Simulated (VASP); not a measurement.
Input of a VASP 6.6.1 run:

File INCAR:

```
  PREC = Accurate
  ENCUT = 520
  EDIFF = 1E-7
  ISMEAR = 0
  SIGMA = 0.1
  LREAL = False
  LASPH = True
  NELM = 60
  ALGO = Fast
  ISIF = 2
  LWAVE = False
  LCHARG = False
  GGA = PS
  ISYM = 0
  NBANDS = 12
```

The input KPOINTS:

```
Automatic mesh
0
Gamma
  15 15 17
```

File POSCAR:

```
Cr
1.0
    2.4371427746      0.0000000000      0.0000000000
   -0.8123809249      2.2977602435      0.0000000000
    0.8123809249      1.1488801218      1.9899187427
Cr
1
Direct
    0.0000000000      0.0000000000      0.0000000000
```

Potentials or basis: VASP PAW PBE potentials, release 64 (Cr_pv).

Command:

```console
$ cat potpaw_PBE.64/Cr_pv/POTCAR > POTCAR
$ mpirun -np 1 vasp_std > vasp.out
```

**Question.** Predict the pressure.

**Answer.** -0.7 GPa.

**Question.** What does it give for the band gap on the k mesh?

**Answer.** Zero (bands 6 and 7 overlap by 3.43 eV).

Caveat: the PAW data sets were made with another functional, which shifts forces and pressure a little; the run has no spin polarisation, though such a crystal can be magnetic. Spin polarisation is off, so any magnetic state and its effect on volume and gap are missing.
